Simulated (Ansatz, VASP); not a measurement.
# Two plane-wave programs on Rb2InAgF6

```xyz
10
Lattice="0.0000 4.5535 4.5535 4.5535 0.0000 4.5535 4.5535 4.5535 0.0000" Properties=species:S:1:pos:R:3 pbc="T T T"
Rb    2.2768    2.2768    2.2768
Rb    6.8303    6.8303    6.8303
In    0.0000    0.0000    0.0000
Ag    4.5535    4.5535    4.5535
F     4.5535    4.5535    2.1094
F     6.9976    4.5535    4.5535
F     4.5535    4.5535    6.9976
F     4.5535    2.1094    4.5535
F     4.5535    6.9976    4.5535
F     2.1094    4.5535    4.5535
```

Alike in both runs: task single point; functional LDA; k mesh 4 × 4 × 4; no spin polarisation.

|  | VASP | Ansatz |
| --- | --- | --- |
| version | VASP 6.6.1 | Ansatz 0.2.0 |
| potentials or method | VASP PAW LDA potentials, release 64 (Rb_sv, In_d, Ag, F), cutoff 520 eV | plane waves, PAW |
| occupations | gaussian, width 0.01 eV | fixed |
| valence electrons in the cell | 84 | 92 |

```tsv
	VASP	Ansatz	Ansatz less VASP
gap on the k mesh at the Fermi level (eV)	1.56	1.56	+0.002
```

LDA's correlation is that of Perdew and Zunger in VASP and of Perdew and Wang (1992) in Ansatz. VASP's potentials hold 84 valence electrons a cell and Ansatz's 92, so a difference there can come from the potentials and not from the codes.
